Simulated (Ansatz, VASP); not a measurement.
**W in VASP and in Ansatz**

INCAR

```
SYSTEM = W
PREC = Accurate ; ENCUT = 500
EDIFF = 1E-6 ; ISMEAR = 0
SIGMA = 0.15 ; LREAL = .FALSE.
LASPH = .TRUE. ; NELM = 120
ALGO = Normal ; ISIF = 2
LWAVE = .FALSE. ; LCHARG = .TRUE.
GGA = PE ; LELF = .TRUE.
LVHAR = .TRUE. ; NBANDS = 13
GGA_COMPAT = .FALSE.
```

KPOINTS

```
Automatic mesh
0
G
  30 30 30
  0 0 0
```

The input POSCAR:

```
W
1.0
   -1.5917793224      1.5917793224      1.5917793224
    1.5917793224     -1.5917793224      1.5917793224
    1.5917793224      1.5917793224     -1.5917793224
W
1
Direct
    0.0000000000      0.0000000000      0.0000000000
```

Input for Ansatz:

```yaml
crystal:
  lattice:
    - [-1.5917793224, 1.5917793224, 1.5917793224]
    - [1.5917793224, -1.5917793224, 1.5917793224]
    - [1.5917793224, 1.5917793224, -1.5917793224]
  atoms:
    - { symbol: W, position: [0.0, 0.0, 0.0] }
basis:
  ecutwfc: 420
kpoints:
  mp_grid: { grid: [30, 30, 30] }
hamiltonian:
  xc: pbe
scf:
  occupations: { method: gaussian, width: 0.15 }
output:
  forces: true
  stress: true
  eigenvalues: true
  write_density: true
  write_potential: true
  elf: true
  volumetric_format: npy
```

Alike in both runs: task single point; functional PBE; k mesh 30 × 30 × 30; occupations gaussian, width 0.15 eV; no spin polarisation.

```csv
,VASP,Ansatz
version,VASP 6.6.1,Ansatz 0.2.0
potentials or method,"VASP PAW PBE potentials, release 64 (W_sv), cutoff 500 eV","scalar-relativistic, plane waves, PAW"
valence electrons in the cell,14,14
```

```tsv
	VASP	Ansatz	Ansatz less VASP
gap on the k mesh at the Fermi level (eV)	none	none	-
pressure (GPa)	0.5	0.0	-0.49
```

A gap of «none» marks a metal or a gap that the smearing closes.

Neither program's run includes spin-orbit coupling.
